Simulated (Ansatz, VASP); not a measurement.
One calculation of Ir, two programs

Contents of INCAR:

```
SYSTEM = Ir
  PREC = Accurate
  ENCUT = 500
  EDIFF = 1E-6
  ISMEAR = -1
  SIGMA = 0.08
  LREAL = .FALSE.
  LASPH = .TRUE.
  NELM = 120
  ALGO = Normal
  ISIF = 2
  LWAVE = .FALSE.
  LCHARG = .TRUE.
  GGA = PE
  LELF = .TRUE.
  LVHAR = .TRUE.
  NBANDS = 20
  GGA_COMPAT = .FALSE.
```

The input KPOINTS:

```
regular mesh
0
G
  8 8 11
  0 0 0
```

Contents of POSCAR:

```
Ir
1.0
    4.3118554429      0.0000000000      0.0000000000
   -2.1559277214      3.7341763510      0.0000000000
    0.0000000000      0.0000000000      2.6494535959
Ir
3
Direct
    0.0000000000      0.0000000000      0.0000000000
    0.3333333333      0.6666666667      0.5000000000
    0.6666666667      0.3333333333      0.5000000000
```

Input for Ansatz:

```yaml
crystal:
  lattice:
    - [4.3118554429, 0.0, 0.0]
    - [-2.1559277214, 3.734176351, 0.0]
    - [0.0, 0.0, 2.6494535959]
  atoms:
    - { symbol: Ir, position: [0.0, 0.0, 0.0] }
    - { symbol: Ir, position: [0.3333333333, 0.6666666667, 0.5] }
    - { symbol: Ir, position: [0.6666666667, 0.3333333333, 0.5] }
kpoints:
  mp_grid: { grid: [8, 8, 11] }
scf:
  occupations: { method: fermi_dirac, width: 0.08 }
hamiltonian:
  xc: pbe
  pseudopotentials: { kind: all_electron, lapw: { basis_error: 0.001 } }
output:
  forces: true
  stress: true
  eigenvalues: true
  populations: true
```

Change from the starting cell: volume scaled by 0.95, LAPW.

Alike in both runs: task single point; functional PBE; k mesh 8 × 8 × 11; occupations fermi-dirac, width 0.08 eV; no spin polarisation.

```csv
,VASP,Ansatz
version,VASP 6.6.1,Ansatz 0.2.0
potentials or method,"VASP PAW PBE potentials, release 64 (Ir), cutoff 500 eV","all-electron LAPW, scalar-relativistic"
```

Ansatz gave:

```
pressure (GPa)                                                : 18.6
traceless stress, the component that is largest in VASP (GPa) : 0.00
```

**Question.** Which values does VASP return?

**Answer.** Pressure (GPa): 19.3; traceless stress, the component that is largest in VASP (GPa): -0.14.

Ansatz ran all-electron here, and VASP with PAW potentials.

Neither program's run includes spin-orbit coupling.
